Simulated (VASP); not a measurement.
Input of a VASP 6.6.1 run:

Contents of INCAR:

```
PREC = Accurate
ENCUT = 520
EDIFF = 1E-6
ISMEAR = -1
SIGMA = 0.08
LREAL = F
LASPH = T
NELM = 80
ALGO = Normal
ISIF = 2
LWAVE = F
LCHARG = T
GGA = PE
LELF = T
LVHAR = T
NBANDS = 11
```

Contents of KPOINTS:

```
Automatic mesh
0
Gamma
  19 19 19
```

File POSCAR:

```
Pd
1.0
   -1.5696456926      1.5696456926      1.5696456926
    1.5696456926     -1.5696456926      1.5696456926
    1.5696456926      1.5696456926     -1.5696456926
Pd
1
Direct
    0.0000000000      0.0000000000      0.0000000000
```

Potentials or basis: VASP PAW PBE potentials, release 64 (Pd).

Command:

```bash
$ cat potpaw_PBE.64/Pd/POTCAR > POTCAR
$ mpirun -np 1 vasp_std > vasp.out
```

Task: What does it give for the pressure?

Result: -0.3 GPa.

Task: Estimate the band gap on the k mesh.

Result: Zero (band 5 reaches 9.53 eV, above the bottom of band 6 at 8.03 eV).
